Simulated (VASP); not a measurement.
BW, 8 atoms in the cell. It takes space group I4_1/amd (No. 141, tetragonal). Conventional cell: a = 3.115 Å, b = 3.115 Å, c = 16.930 Å, α = 90.00°, β = 90.00°, γ = 90.00°. W (site symmetry 2mm) has 7 B at 2.24 to 2.62 Å and 10 W at 2.84 to 3.12 Å within 3.2 Å. Within 2.4 Å of B (site symmetry 2mm) lie 2 B at 1.74 Å and 6 W at 2.24 to 2.35 Å. 

```yaml
Program: VASP 6.6.1
Task: single point
Functional: LDA
Potentials_or_basis: VASP PAW LDA potentials, release 64 (W_sv, B)
Cutoff: 520 eV
k_mesh: 12 × 12 × 12
Occupations: fermi-dirac, width 0.05 eV
Spin: no spin polarisation
Dipole_correction: no
Further_INCAR_settings: ALGO = Normal; EDIFF = 1e-06; NBANDS = 44
```

Potentials or basis: VASP PAW LDA potentials, release 64 (W_sv, B).

Command:

```bash
$ cat potpaw_LDA.64/W_sv/POTCAR potpaw_LDA.64/B/POTCAR > POTCAR
$ mpirun -np 1 vasp_std > vasp.out
```

Hardware: 1 thread of AMD EPYC 7R43 64-Core Processor (Zen 3) (shared host).

**Question.** How long does it take, and how much memory?

**Answer.** Wall time 71 min on 1 thread of AMD EPYC 7R43 64-Core Processor (Zen 3), with other jobs on the host, peak memory 0.77 GiB. Counts: scf iterations 13, k points 163.
